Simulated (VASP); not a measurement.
# Te3MoPt (P4mm) in VASP: notebook, part 2 of 2

VASP 6.6.1.

**4. Single point, PBE**

File INCAR:

```
  ALGO = Normal
  EDIFF = 1E-6
  ENCUT = 520
  GGA = PE
  ISIF = 2
  ISMEAR = 0
  LASPH = True
  LCHARG = False
  LREAL = False
  LWAVE = False
  NBANDS = 29
  NELM = 80
  PREC = Accurate
  SIGMA = 0.1
```

File KPOINTS:

```
k-points
0
Gamma
  10 10 6
```

File POSCAR:

```
Te3MoPt
1.0
    4.1341023803      0.0000000000      0.0000000000
    0.0000000000      4.1341023803      0.0000000000
    0.0000000000      0.0000000000      8.2905835433
Te Mo Pt
3 1 1
Direct
    0.5000000000      0.5000000000      0.0723078639
    0.0000000000      0.5000000000      0.5502649005
    0.5000000000      0.0000000000      0.5502649005
    0.5000000000      0.5000000000      0.7648120036
    0.0000000000      0.0000000000      0.9042503614
```

Potentials or basis: VASP PAW PBE potentials, release 64 (Te, Mo_sv, Pt).

The run is started by

```bash
$ cat potpaw_PBE.64/Te/POTCAR potpaw_PBE.64/Mo_sv/POTCAR potpaw_PBE.64/Pt/POTCAR > POTCAR
$ mpirun -np 1 vasp_std > vasp.out
```

OUTCAR:

```text
EDIFF = 1E-6
   ENCUT = 520
   GGA = PE
   ISIF = 2
   ISMEAR = 0
   LASPH = True
   LREAL = False
   NELM = 80
   PREC = Accurate

 ion  position               nearest neighbor table
   1  0.500  0.500  0.072-   4 2.55   5 3.24   5 3.24   5 3.24   5 3.24
   2  0.000  0.500  0.550-   4 2.73   4 2.73   3 2.92   3 2.92   3 2.92   3 2.92
   3  0.500  0.000  0.550-   4 2.73   4 2.73   2 2.92   2 2.92   2 2.92   2 2.92
   4  0.500  0.500  0.765-   1 2.55   2 2.73   3 2.73   3 2.73   2 2.73   5 3.14   5 3.14   5 3.14
                             5 3.14
   5  0.000  0.000  0.904-   4 3.14   4 3.14   4 3.14   4 3.14   1 3.24   1 3.24   1 3.24   1 3.24

  LATTYP: Found a simple tetragonal cell.
 ALAT       =     4.1341023803
 C/A-ratio  =     2.0054132144

  Lattice vectors:

 A1 = (   4.1341023803,   0.0000000000,   0.0000000000)
 A2 = (   0.0000000000,   4.1341023803,   0.0000000000)
 A3 = (   0.0000000000,   0.0000000000,   8.2905835433)

Analysis of symmetry for initial positions (statically):
=====================================================================
 Subroutine PRICEL returns:
 Original cell was already a primitive cell.

 Routine SETGRP: Setting up the symmetry group for a
 simple tetragonal supercell.

 Subroutine GETGRP returns: Found  8 space group operations
 (whereof  8 operations were pure point group operations)
 out of a pool of 16 trial point group operations.

The static configuration has the point symmetry C_4v.

Analysis of symmetry for dynamics (positions and initial velocities):
=====================================================================
 Subroutine PRICEL returns:
 Original cell was already a primitive cell.

 Routine SETGRP: Setting up the symmetry group for a
 simple tetragonal supercell.

 Subroutine GETGRP returns: Found  8 space group operations
 (whereof  8 operations were pure point group operations)
 out of a pool of 16 trial point group operations.

The dynamic configuration has the point symmetry C_4v.

 Subroutine INISYM returns: Found  8 space group operations
 (whereof  8 operations are pure point group operations),
 and found     1 'primitive' translations

----------------------------------------------------------------------------------------

                                     Primitive cell

  volume of cell :     141.6927

  direct lattice vectors                    reciprocal lattice vectors
     4.134102380  0.000000000  0.000000000     0.241890478  0.000000000  0.000000000
     0.000000000  4.134102380  0.000000000     0.000000000  0.241890478  0.000000000
     0.000000000  0.000000000  8.290583543     0.000000000  0.000000000  0.120618771

  length of vectors
     4.134102380  4.134102380  8.290583543     0.241890478  0.241890478  0.120618771

  position of ions in fractional coordinates (direct lattice)
     0.500000000  0.500000000  0.072307864
     0.000000000  0.500000000  0.550264900
     0.500000000  0.000000000  0.550264900
     0.500000000  0.500000000  0.764812004
     0.000000000  0.000000000  0.904250361

  ion indices of the primitive-cell ions
   primitive index   ion index
                 1           1
                 2           2
                 3           3
                 4           4
                 5           5

----------------------------------------------------------------------------------------

 KPOINTS: k-points

Automatic generation of k-mesh.
 Grid dimensions read from file:
 generate k-points for:   10   10    6

 Generating k-lattice:

  Cartesian coordinates                     Fractional coordinates (reciprocal lattice)
     0.024189048  0.000000000  0.000000000     0.100000000  0.000000000  0.000000000
     0.000000000  0.024189048  0.000000000     0.000000000  0.100000000  0.000000000
     0.000000000  0.000000000  0.020103129     0.000000000  0.000000000  0.166666667

  Length of vectors
     0.024189048  0.024189048  0.020103129

  Shift w.r.t. Gamma in fractional coordinates (k-lattice)
     0.000000000  0.000000000  0.000000000

 Subroutine IBZKPT returns following result:
 ===========================================

 Found     84 irreducible k-points:

 Following reciprocal coordinates:
            Coordinates               Weight
  0.000000  0.000000  0.000000      1.000000
  0.100000  0.000000  0.000000      4.000000
  0.200000  0.000000  0.000000      4.000000
  0.300000  0.000000  0.000000      4.000000
  0.400000  0.000000  0.000000      4.000000
  0.500000  0.000000  0.000000      2.000000
[... 16 lines left out ...]
  0.100000  0.000000  0.166667      8.000000
  0.200000  0.000000  0.166667      8.000000
 [... further k-points ...]
   k-points           NKPTS =     84   k-points in BZ     NKDIM =     84   number of bands    NBANDS=     29
   number of dos      NEDOS =    301   number of ions     NIONS =      5
   total plane-waves  NPLWV =  65536
   dimension x,y,z NGX =    32 NGY =   32 NGZ =   64
   dimension x,y,z NGXF=    64 NGYF=   64 NGZF=  128
   ions per type =               3   1   1
   NGX,Y,Z   is equivalent  to a cutoff of  12.87, 12.87, 12.83 a.u.
   NGXF,Y,Z  is equivalent  to a cutoff of  25.74, 25.74, 25.67 a.u.
 SYSTEM =  unknown system
   PREC   = accura    normal or accurate (medium, high low for compatibility)
   ISTART =      0    job   : 0-new  1-cont  2-samecut
   ICHARG =      2    charge: 1-file 2-atom 10-const
   ISPIN  =      1    spin polarized calculation?
   LNONCOLLINEAR =      F non collinear calculations
   LSORBIT =      F    spin-orbit coupling
   LASPH  =      T    aspherical Exc in radial PAW
   ENCUT  =  520.0 eV  38.22 Ry    6.18 a.u.   7.69  7.69 15.41*2*pi/ulx,y,z
   NELM   =     80;   NELMIN=  2; NELMDL= -5     # of ELM steps
   EDIFF  = 0.1E-05   stopping-criterion for ELM
   LREAL  =      F    real-space projection
   EDIFFG = 0.1E-04   stopping-criterion for IOM
   NSW    =      0    number of steps for IOM
   IBRION =     -1    ionic relax: 0-MD 1-quasi-New 2-CG
   NFREE  =      0    steps in history (QN), initial steepest desc. (CG)
   ISIF   =      2    stress and relaxation
   ISYM   =      2    0-nonsym 1-usesym 2-fastsym
   POTIM  = 0.5000    time-step for ionic-motion
   TEBEG  =    0.0;   TEEND  =   0.0 temperature during run
   PSTRESS=    0.0 pullay stress
   NELECT =      42.0000    total number of electrons
   NUPDOWN=      -1.0000    fix difference up-down
   EMIN   =  10.00;   EMAX   =-10.00  energy-range for DOS
   EFERMI =   0.00;   METHOD = LEGACY
   ISMEAR =     0;   SIGMA  =   0.10  broadening in eV -4-tet -1-fermi 0-gaus
   EFERMI_NEDOS =   21; number of points for ismear=-14 and -15
   IALGO  =     38    algorithm
   IMIX   =      4    mixing-type and parameters
     AMIX     =   0.40;   BMIX     =  1.00
     AMIX_MAG =   1.60;   BMIX_MAG =  1.00
  volume/ion in A,a.u.               =      28.34       191.24
  Fermi-wavevector in a.u.,A,eV,Ry     =   1.091546  2.062723 16.210972  1.191473
  Thomas-Fermi vector in A             =   2.227794
   LORBIT       =      0    0 simple, 1 ext, 2 COOP (PROOUT), +10 PAW based schemes
   GGA     = PE    functional components
   LHFCALC =     F    Hartree Fock is set to
   AEXX    =    0.0000 exact exchange contribution
   IVDW    =     0    specifies the selected vdW correction
   LEPSILON=     F    determine dielectric tensor
   LRPA    =     F    only Hartree local field effects (RPA)
 non-spin polarized calculation
 Gauss-broadening in eV      SIGMA  =   0.10
  energy-cutoff  :      520.00
  volume of cell :      141.69
 maximum number of plane-waves:      3846
 NGX is ok and might be reduce to    32
   NGX = 15   NGY = 15   NGZ = 31

 number of electron      41.9999991 magnetization

 Free energy of the ion-electron system (eV)
  ---------------------------------------------------
  ext. energy  EPLUGINS =         0.00000000
  ---------------------------------------------------
  free energy    TOTEN  =       -24.54101913 eV

  energy without entropy =      -24.52877045  energy(sigma->0) =      -24.53489479

 E-fermi :   6.5566     XC(G=0):  -9.6550

 val. band max:        6.5562948435   @ k =   0.1000   0.1000   0.1667
 cond. band min:       6.5783074474   @ k =   0.5000   0.0000   0.5000
 fundamental gap:      0.0220126039
 Fermi energy:         6.5565758797

 k-point     1 :       0.0000    0.0000    0.0000
  band No.  band energies     occupation
      1     -54.5840      2.00000
      2     -28.8045      2.00000
      3     -28.6562      2.00000
      4     -28.6562      2.00000
      5      -8.0898      2.00000
      6      -4.7934      2.00000
[... 757 lines left out ...]
     28      10.5309      0.00000
     29      10.8720      0.00000

 [... further k-points ...]
[... 5 lines left out ...]
  --------------------------------------------------------------------------------------
  -------------------------------------------------------------------------------------
  Total       -0.0274824     -0.0274824     -0.0572267      0.0000000      0.0000000      0.0000000
  in kB       -0.3107546     -0.3107546     -0.6470851      0.0000000      0.0000000      0.0000000
  external PRESSURE =      -0.4228647 kB  Pullay stress =       0.0000000 kB

 VOLUME and BASIS-vectors are now :
 -----------------------------------------------------------------------------
  energy-cutoff  :      520.00
  volume of cell :      141.69
      direct lattice vectors                 reciprocal lattice vectors
     4.134102380  0.000000000  0.000000000     0.241890478  0.000000000  0.000000000
     0.000000000  4.134102380  0.000000000     0.000000000  0.241890478  0.000000000
     0.000000000  0.000000000  8.290583543     0.000000000  0.000000000  0.120618771

 POSITION                                       TOTAL-FORCE (eV/Angst)
 -----------------------------------------------------------------------------------
      2.06705      2.06705      0.59947         0.000000     -0.000000     -0.014705
      0.00000      2.06705      4.56202         0.000000      0.000000     -0.003548
      2.06705      0.00000      4.56202         0.000000      0.000000     -0.003548
      2.06705      2.06705      6.34074         0.000000      0.000000      0.026833
      0.00000      0.00000      7.49676        -0.000000      0.000000     -0.005031
 -----------------------------------------------------------------------------------
    total drift:                                0.000000     -0.000000     -0.000298

  FREE ENERGIE OF THE ION-ELECTRON SYSTEM (eV)
  ---------------------------------------------------
  free  energy   TOTEN  =       -24.5410191307 eV

  energy  without entropy=      -24.5287704512  energy(sigma->0) =      -24.53489479
```

Run time: 6.8 min. Hardware: 1 thread of AMD EPYC 7R43 (Zen 3), shared host; peak memory 0.45 GiB.

Results:

```
Free energy            : -24.5410 eV
Pressure               : 0.0 GPa
Largest force          : 0.027 eV/Å
Band gap on the k mesh : zero (band 21 reaches 7.00 eV, above the bottom of band 22 at 6.25 eV)
```

Forces on the atoms (eV/Å):
```
Te   0.000  0.000 -0.015
Te   0.000  0.000 -0.004
Te   0.000  0.000 -0.004
Mo   0.000  0.000  0.027
Pt   0.000  0.000 -0.005
```

Caveat: spin-orbit coupling is left out, which moves the levels of the heavy elements; this functional lacks dispersion, which binds the layers, so the pressure and a relaxed spacing across them are unreliable.
